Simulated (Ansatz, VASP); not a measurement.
Two plane-wave programs on MgB2

```xyz
3
Lattice="3.0753 0.0000 0.0000 -1.5376 2.6632 0.0000 0.0000 0.0000 3.5242" Properties=species:S:1:pos:R:3 pbc="T T T"
Mg    0.0000    0.0000    0.0000
B     1.5376    0.8877    1.7621
B     0.0000    1.7755    1.7621
```

Alike in both runs: functional PBE; k mesh 18 × 18 × 14; occupations gaussian, width 0.1 eV; no spin polarisation.

Ansatz relaxed the structure, and its values are those at the end. VASP's run is a single point on that final structure, the one shown.

```csv
,VASP,Ansatz
version,VASP 6.6.1,Ansatz 0.2.0
potentials or method,"VASP PAW PBE potentials, release 64 (Mg, B), cutoff 520 eV","scalar-relativistic, plane waves, PAW"
valence electrons in the cell,8,16
```

Ansatz gave:

```
gap on the k mesh at the Fermi level (eV) : none
pressure (GPa)                            : 0.0
```

Problem. Which values does VASP return?

Solution. gap on the k mesh at the Fermi level (eV): none; pressure (GPa): -0.3.

A gap of «none» marks a metal or a gap that the smearing closes. VASP's potentials hold 8 valence electrons a cell and Ansatz's 16, so a difference there can come from the potentials and not from the codes. Ansatz's warnings: structure snapped to symmetry.
